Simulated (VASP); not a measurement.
A run of VASP 6.6.1 is set up as follows.

File INCAR:

```
SYSTEM = BaZrO3
ALGO = Normal
EDIFF = 1E-6
ENCUT = 520
ISIF = 2
ISMEAR = 0
LASPH = .True.
LCHARG = .False.
LREAL = .False.
LWAVE = .False.
NBANDS = 28
NELM = 80
PREC = Accurate
SIGMA = 0.01
```

KPOINTS

```
k-points
0
Gamma
  4 4 4
  0 0 0
```

The input POSCAR:

```
BaZrO3
1.0
    4.1473627058      0.0000000000      0.0000000000
    0.0000000000      4.1473627058      0.0000000000
    0.0000000000      0.0000000000      4.1473627058
Ba Zr O
1 1 3
Direct
    0.0000000000      0.0000000000      0.0000000000
    0.5000000000      0.5000000000      0.5000000000
    0.0000000000      0.5000000000      0.5000000000
    0.5000000000      0.0000000000      0.5000000000
    0.5000000000      0.5000000000      0.0000000000
```

Potentials or basis: VASP PAW LDA potentials, release 64 (Ba_sv, Zr_sv, O).

Launch:

```bash
$ cat potpaw_LDA.64/Ba_sv/POTCAR potpaw_LDA.64/Zr_sv/POTCAR potpaw_LDA.64/O/POTCAR > POTCAR
$ mpirun -np 1 vasp_std > vasp.out
```

**Question.** What does it give for the pressure?

**Answer.** 1.6 GPa.

**Question.** Estimate the band gap on the k mesh.

**Answer.** 3.13 eV, indirect (least direct gap 3.30 eV).

Caveat: spin-orbit coupling is left out, which moves the levels of the heavy elements. A k mesh can miss the band edges.
